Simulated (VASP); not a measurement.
# TiN (Fm-3m) in VASP: a series of runs, part 2 of 2

VASP 6.6.1. Earlier steps stand in the parts before.

## 3. Vibrations by perturbation theory, PBEsol

This run uses another cell than the first one, of 9.29 Å³/atom.

Input file INCAR:

```
  PREC = Accurate
  ENCUT = 520
  EDIFF = 1E-8
  ISMEAR = -1
  SIGMA = 0.05
  LREAL = False
  LASPH = True
  NELM = 100
  ALGO = Normal
  ISIF = 2
  LWAVE = False
  LCHARG = False
  GGA = PS
  IBRION = 8
  NSW = 1
```

Input file KPOINTS:

```
Automatic mesh
0
Gamma
  14 14 14
```

Input file POSCAR:

```
TiN
1.0
    0.0000000000      2.1020842657      2.1020842657
    2.1020842657      0.0000000000      2.1020842657
    2.1020842657      2.1020842657      0.0000000000
Ti N
1 1
Direct
    0.0000000000      0.0000000000      0.0000000000
    0.5000000000      0.5000000000      0.5000000000
```

Potentials or basis: VASP PAW PBE potentials, release 64 (Ti_sv, N).

The run is started by

```console
$ cat potpaw_PBE.64/Ti_sv/POTCAR potpaw_PBE.64/N/POTCAR > POTCAR
$ mpirun -np 1 vasp_std > vasp.out
```

OUTCAR:

```text
PREC = Accurate
   ENCUT = 520
   EDIFF = 1E-8
   ISMEAR = -1
   LREAL = False
   LASPH = True
   NELM = 100
   ISIF = 2
   GGA = PS
   IBRION = 8
   NSW = 1

 ion  position               nearest neighbor table
   1  0.000  0.000  0.000-   2 2.10   2 2.10   2 2.10   2 2.10   2 2.10   2 2.10
   2  0.500  0.500  0.500-   1 2.10   1 2.10   1 2.10   1 2.10   1 2.10   1 2.10

  LATTYP: Found a face centered cubic cell.
 ALAT       =     4.2041685314

  Lattice vectors:

 A1 = (   0.0000000000,   2.1020842657,   2.1020842657)
 A2 = (   2.1020842657,   0.0000000000,   2.1020842657)
 A3 = (   2.1020842657,   2.1020842657,   0.0000000000)

Analysis of symmetry for initial positions (statically):
=====================================================================
 Subroutine PRICEL returns:
 Original cell was already a primitive cell.

 Routine SETGRP: Setting up the symmetry group for a
 face centered cubic supercell.

 Subroutine GETGRP returns: Found 48 space group operations
[... 586 lines left out ...]

 INTERNAL STRAIN TENSOR  FOR ION    2  DIRECTION 1   (eV/Angst):
 -----------------------------------------------------------------------------
     0.02256  0.00000  0.00000
     0.00000 -0.01177 -0.00000
    -0.00000 -0.00000 -0.01177

 INTERNAL STRAIN TENSOR FOR ION    2 for displacements in x,y,z  (eV/Angst):
          X           Y           Z          XY          YZ          ZX
  --------------------------------------------------------------------------------
  x     0.00000     0.00000     0.00000     0.00000     0.00000     0.00000
  y     0.00000     0.00000     0.00000     0.00000     0.00000     0.00000
  z     0.00000     0.00000     0.00000     0.00000     0.00000     0.00000

 SECOND DERIVATIVES (NOT SYMMETRIZED)
 ------------------------------------
               1X          1Y          1Z          2X          2Y          2Z
  1X   -11.444238    0.000000    0.000000   11.444238    0.000000    0.000000
  1Y     0.000000  -11.444238    0.000000    0.000000   11.444238    0.000000
  1Z     0.000000    0.000000  -11.444238    0.000000    0.000000   11.444238
  2X    11.424437    0.000000    0.000000  -11.424437    0.000000    0.000000
  2Y     0.000000   11.424437    0.000000    0.000000  -11.424437    0.000000
  2Z     0.000000    0.000000   11.424437    0.000000    0.000000  -11.424437

 Eigenvectors and eigenvalues of the dynamical matrix
 ----------------------------------------------------

   1 f  =   16.057405 THz   100.891650 2PiTHz  535.617372 cm-1    66.408061 meV
             X         Y         Z           dx          dy          dz
      0.000000  0.000000  0.000000     0.000000    0.475983    0.000000
      2.102084  2.102084  2.102084     0.000000   -0.879454    0.000000
[... 21 lines left out ...]
   6 f/i=    0.005820 THz     0.036568 2PiTHz    0.194134 cm-1     0.024070 meV
             X         Y         Z           dx          dy          dz
      0.000000  0.000000  0.000000    -0.005747   -0.010358   -0.879374
      2.102084  2.102084  2.102084    -0.003110   -0.005606   -0.475940

--------------------------------------------------------------------------------------------------------

 ELASTIC MODULI CONTR FROM IONIC RELAXATION (kBar)
 Direction    XX          YY          ZZ          XY          YZ          ZX
 --------------------------------------------------------------------------------
 XX           0.0000      0.0000      0.0000      0.0000      0.0000      0.0000
 YY           0.0000      0.0000      0.0000      0.0000      0.0000      0.0000
 ZZ           0.0000      0.0000      0.0000      0.0000      0.0000      0.0000
 XY           0.0000      0.0000      0.0000      0.0000      0.0000      0.0000
 YZ           0.0000      0.0000      0.0000      0.0000      0.0000      0.0000
 ZX           0.0000      0.0000      0.0000      0.0000      0.0000      0.0000
 --------------------------------------------------------------------------------
```

OSZICAR:

```text
N       E                     dE             d eps       ncg     rms          rms(c)
DAV:   1     0.140745741652E+03    0.14075E+03   -0.89539E+03  2496   0.170E+03
DAV:   2    -0.130101709910E+02   -0.15376E+03   -0.14711E+03  2632   0.419E+02
DAV:   3    -0.251073641810E+02   -0.12097E+02   -0.11754E+02  3092   0.115E+02
[... 80 lines left out ...]
RMM:  23    -0.231143309590E+00   -0.33475E-08   -0.26202E-07 11686   0.470E-05    0.632E-07
RMM:  24    -0.231143306785E+00    0.28047E-08   -0.17167E-07 10092   0.435E-05    0.110E-06
RMM:  25    -0.231143308624E+00   -0.18391E-08   -0.14756E-07  8955   0.415E-05    0.225E-06
RMM:  26    -0.231143308238E+00    0.38629E-09   -0.10325E-07  7486   0.395E-05    0.232E-06
RMM:  27    -0.231143308538E+00   -0.30078E-09   -0.52277E-08  6966   0.383E-05    0.256E-06
 Linear response finished
```

stdout:

```text
POSCAR found type information on POSCAR TiN
 POSCAR found :  2 types and       2 ions
 scaLAPACK will be used
 -----------------------------------------------------------------------------
|                                                                             |
|                                                                             |
|     You enforced a specific xc type in the INCAR file but a different       |
|     I HOPE YOU KNOW WHAT YOU ARE DOING!                                     |
|                                                                             |
 -----------------------------------------------------------------------------

 LDA part: xc-table for (Slater+PW92), standard interpolation
 POSCAR, INCAR and KPOINTS ok, starting setup
 FFT: planning ... GRIDC
 FFT: planning ... GRID_SOFT
 FFT: planning ... GRID
 WAVECAR not read
 entering main loop
 Linear response reoptimize wavefunctions to high precision
 Linear response DOF=           2
 Linear response progress:
 first order change of Fermi-energy   0.75906E-03
 force on displaced ion       1 direction 1 : -11.444   0.000   0.000
 Linear response progress:
 first order change of Fermi-energy  -0.10264E-03
 force on displaced ion       2 direction 1 : -11.424   0.000   0.000
 Linear response finished
```

It took 5.4 min on 1 thread of Intel Xeon Platinum 8259CL at 2.50GHz (Skylake/Cascade Lake), shared host; peak memory 0.27 GiB.

Results:

| Quantity | Value |
| --- | --- |
| Highest phonon frequency at Γ | 536 cm⁻¹ |

Phonon frequencies in cm⁻¹ (negative: imaginary):
```tsv
q point	frequencies
(0.000, 0.000, 0.000)	0 0 0 536 536 536
```

Caveat: the PAW data sets were made with another functional, which shifts forces and pressure a little.

## 4. Vibrations by perturbation theory, PBEsol (9.57 Å³/atom)

This run uses another cell than the first one, of 9.57 Å³/atom.

INCAR: that of step 3 with these lines changed.

```diff
@@ -7,3 +7,3 @@
   LASPH = True
-  NELM = 100
+  NELM = 80
   ALGO = Normal
```

KPOINTS is that of step 3.

Input file POSCAR:

```
TiN
1.0
    0.0000000000      2.1228983348      2.1228983348
    2.1228983348      0.0000000000      2.1228983348
    2.1228983348      2.1228983348      0.0000000000
Ti N
1 1
Direct
    0.0000000000      0.0000000000      0.0000000000
    0.5000000000      0.5000000000      0.5000000000
```

Potentials or basis: VASP PAW PBE potentials, release 64 (Ti_sv, N).

The run is started by

```console
$ cat potpaw_PBE.64/Ti_sv/POTCAR potpaw_PBE.64/N/POTCAR > POTCAR
$ mpirun -np 1 vasp_std > vasp.out
```

OUTCAR:

```text
PREC = Accurate
   ENCUT = 520
   EDIFF = 1E-8
   ISMEAR = -1
   LREAL = False
   LASPH = True
   NELM = 80
   ISIF = 2
   GGA = PS
   IBRION = 8
   NSW = 1

 ion  position               nearest neighbor table
   1  0.000  0.000  0.000-   2 2.12   2 2.12   2 2.12   2 2.12   2 2.12   2 2.12
   2  0.500  0.500  0.500-   1 2.12   1 2.12   1 2.12   1 2.12   1 2.12   1 2.12

  LATTYP: Found a face centered cubic cell.
 ALAT       =     4.2457966696

  Lattice vectors:

[... 615 lines left out ...]
               1X          1Y          1Z          2X          2Y          2Z
  1X   -10.116950    0.000000    0.000000   10.116950    0.000000    0.000000
  1Y     0.000000  -10.116950    0.000000    0.000000   10.116950    0.000000
  1Z     0.000000    0.000000  -10.116950    0.000000    0.000000   10.116950
  2X    10.073944    0.000000    0.000000  -10.073944    0.000000    0.000000
  2Y     0.000000   10.073944    0.000000    0.000000  -10.073944    0.000000
  2Z     0.000000    0.000000   10.073944    0.000000    0.000000  -10.073944

 Eigenvectors and eigenvalues of the dynamical matrix
 ----------------------------------------------------

   1 f  =   15.082814 THz    94.768113 2PiTHz  503.108508 cm-1    62.377477 meV
             X         Y         Z           dx          dy          dz
      0.000000  0.000000  0.000000     0.000000   -0.476449   -0.000000
      2.122898  2.122898  2.122898    -0.000000    0.879202    0.000000
[... 21 lines left out ...]
   6 f/i=    0.013458 THz     0.084556 2PiTHz    0.448894 cm-1     0.055656 meV
             X         Y         Z           dx          dy          dz
      0.000000  0.000000  0.000000    -0.853127   -0.206508    0.050256
      2.122898  2.122898  2.122898    -0.462319   -0.111909    0.027234

--------------------------------------------------------------------------------------------------------

 ELASTIC MODULI CONTR FROM IONIC RELAXATION (kBar)
 Direction    XX          YY          ZZ          XY          YZ          ZX
 --------------------------------------------------------------------------------
 XX           0.0000      0.0000      0.0000      0.0000      0.0000      0.0000
 YY           0.0000      0.0000      0.0000      0.0000      0.0000      0.0000
 ZZ           0.0000      0.0000      0.0000      0.0000      0.0000      0.0000
 XY           0.0000      0.0000      0.0000      0.0000      0.0000      0.0000
 YZ           0.0000      0.0000      0.0000      0.0000      0.0000      0.0000
 ZX           0.0000      0.0000      0.0000      0.0000      0.0000      0.0000
 --------------------------------------------------------------------------------
```

It took 5.2 min on 1 thread of Intel Xeon Platinum 8259CL at 2.50GHz (Skylake/Cascade Lake), shared host; peak memory 0.27 GiB.

Results:

```
Highest phonon frequency at Γ : 503 cm⁻¹
```

Phonon frequencies in cm⁻¹ (negative: imaginary):
| q point | frequencies |
| --- | --- |
| (0.000, 0.000, 0.000) | 0 0 0 503 503 503 |

Caveat: the cell stands under pressure or tension, which shifts response properties; the PAW data sets were made with another functional, which shifts forces and pressure a little.
